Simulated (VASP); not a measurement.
Crystal: LiGeH3.

```
Li Ge H
1.0
     5.08276    0.00000    0.00000
     0.00000    5.08276    0.00000
     0.00000    0.00000    4.13617
Li Ge H
2 2 6
Direct
  0.00000 0.50000 0.50000
  0.50000 0.00000 0.50000
  0.50000 0.50000 0.00000
  0.00000 0.00000 0.00000
  0.83048 0.33048 0.00000
  0.66952 0.83048 0.00000
  0.50000 0.50000 0.50000
  0.16952 0.66952 0.00000
  0.33048 0.16952 0.00000
  0.00000 0.00000 0.50000
```

| Item | Value |
| --- | --- |
| Program | VASP 6.6.1 |
| Task | relaxation of cell and atoms |
| Functional | PBE |
| Potentials or basis | VASP PAW PBE potentials, release 64 (Li_sv, Ge_d, H) |
| Cutoff | 600 eV |
| k mesh | 8 × 8 × 10 |
| Occupations | gaussian, width 0.1 eV |
| Spin | no spin polarisation |

At the start: pressure -0.3 GPa; volume 10.69 Å³/atom.

Task: How do energy, volume and symmetry change on relaxing?

Result: Over 11 steps the energy falls by 19.1 meV/atom and the volume is 10.55 Å³/atom (-1.3 %); space group P4/mbm (No. 127, to 0.05 Å).

Step by step:
```csv
step,energy change (eV),largest force (eV/Å),pressure (GPa),volume (Å³)
1,0.0000,0.0443,-0.34,106.86
2,-0.0494,0.0272,-0.22,106.50
3,-0.1332,0.0067,0.11,105.47
4,-0.1828,0.0040,1.02,102.89
5,-0.1829,0.0024,0.84,103.17
6,-0.1832,0.0028,0.94,103.00
7,-0.1905,0.0256,0.07,105.17
8,-0.1905,0.0276,-0.05,105.38
9,-0.1905,0.0268,0.04,105.30
10,-0.1909,0.0223,0.02,105.36
11,-0.1915,0.0088,0.01,105.52
```

Final structure:
```
CELL_PARAMETERS angstrom
5.37056 0.00000 0.00000
0.00000 5.37056 0.00000
0.00000 0.00000 3.65836
ATOMIC_POSITIONS crystal
Li 0.00000 0.50000 0.50000
Li 0.50000 0.00000 0.50000
Ge 0.50000 0.50000 0.00000
Ge 0.00000 0.00000 0.00000
H 0.83125 0.33125 0.00000
H 0.66875 0.83125 0.00000
H 0.50000 0.50000 0.50000
H 0.16875 0.66875 0.00000
H 0.33125 0.16875 0.00000
H 0.00000 0.00000 0.50000
```

Caveat: the cutoff is under 1.25 times the usual one of these potentials, so pressure, stress and relaxed cells hold a basis-set (Pulay) error.
